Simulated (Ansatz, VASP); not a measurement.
Ta2C in VASP and in Ansatz

```
CELL_PARAMETERS angstrom
0.00000 0.00000 5.07016
5.48651 0.00000 0.00000
0.00000 5.48651 0.00000
ATOMIC_POSITIONS crystal
Ta 0.50000 0.32502 0.17498
Ta 0.00000 0.82502 0.67498
Ta 0.50000 0.82502 0.32502
Ta 0.00000 0.32502 0.82502
Ta 0.00000 0.17498 0.32502
Ta 0.50000 0.67498 0.82502
Ta 0.00000 0.67498 0.17498
Ta 0.50000 0.17498 0.67498
C 0.75000 0.50000 0.50000
C 0.25000 0.00000 0.00000
C 0.25000 0.50000 0.50000
C 0.75000 0.00000 0.00000
```

Alike in both runs: functional PBEsol; k mesh 8 × 6 × 6; occupations gaussian, width 0.1 eV; no spin polarisation.

Ansatz relaxed the structure, and its values are those at the end. VASP's run is a single point on that final structure, the one shown.

```csv
,VASP,Ansatz
version,VASP 6.6.1,Ansatz 0.2.0
potentials or method,"VASP PAW PBE potentials, release 64 (Ta_pv, C), cutoff 520 eV","scalar-relativistic, plane waves, PAW"
valence electrons in the cell,104,120
```

Ansatz gave:

```
gap on the k mesh at the Fermi level (eV) : none
pressure (GPa)                            : 0.0
rms of the force components (eV/Å)        : 0.000
```

Question: Which values does VASP return?

Answer: gap on the k mesh at the Fermi level (eV): none; pressure (GPa): 0.6; rms of the force components (eV/Å): 0.003.

VASP's potentials were made for PBE, not for PBEsol. A gap of «none» marks a metal or a gap that the smearing closes. VASP's potentials hold 104 valence electrons a cell and Ansatz's 120, so a difference there can come from the potentials and not from the codes.

Spin-orbit coupling is off throughout.
